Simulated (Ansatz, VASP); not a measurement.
## One calculation of Ta, two programs

INCAR

```
ALGO = Normal
EDIFF = 1E-6
ENCUT = 520
GGA = CA
ISIF = 2
ISMEAR = -1
LASPH = True
LCHARG = True
LELF = True
LREAL = False
LVHAR = True
LWAVE = False
NBANDS = 12
NELM = 60
PREC = Accurate
SIGMA = 0.08
```

KPOINTS

```
k-points
0
Gamma
  18 18 18
```

Contents of POSCAR:

```
Ta
1.0
   -1.4017700717      1.4017700717      1.4017700717
    1.4017700717     -1.4017700717      1.4017700717
    1.4017700717      1.4017700717     -1.4017700717
Ta
1
Direct
    0.0000000000      0.0000000000      0.0000000000
```

Input for Ansatz:

```yaml
crystal:
  lattice:
    - [-1.4017700717, 1.4017700717, 1.4017700717]
    - [1.4017700717, -1.4017700717, 1.4017700717]
    - [1.4017700717, 1.4017700717, -1.4017700717]
  atoms:
    - { symbol: Ta, position: [0.0, 0.0, 0.0] }
kpoints:
  mp_grid: { grid: [18, 18, 18] }
scf:
  occupations: { method: fermi_dirac, width: 0.08 }
hamiltonian:
  xc: lda
  pseudopotentials: { kind: paw, core: large }
output:
  forces: true
  stress: true
  eigenvalues: true
  write_density: true
  write_potential: true
  elf: true
  volumetric_format: npy
```

Change from the starting cell: volume scaled by 0.64, PAW files, core large.

Alike in both runs: task single point; functional LDA; k mesh 18 × 18 × 18; occupations fermi-dirac, width 0.08 eV; no spin polarisation.

|  | VASP | Ansatz |
| --- | --- | --- |
| version | VASP 6.6.1 | Ansatz 0.2.0 |
| potentials or method | VASP PAW LDA potentials, release 64 (Ta_pv) | PAW with other files of Ansatz's library (core large), scalar-relativistic |
| plane-wave cutoff (eV) | 520 | 420 |
| valence electrons in the cell | 11 | 13 |

Ansatz gave:

```
pressure (GPa) : 224.0
```

Problem. Which values does VASP return?

Solution. Pressure (GPa): 230.3.

LDA's correlation is that of Perdew and Zunger in VASP and of Perdew and Wang (1992) in Ansatz. Both programs put the cell under a high pressure, so it lies far from rest at this level. VASP's potentials hold 11 valence electrons a cell and Ansatz's 13, so a difference there can come from the potentials and not from the codes. Ansatz's warnings: datasets by core.

Spin-orbit coupling is off throughout. Noted on VASP's run: the cell as given lies far from equilibrium.
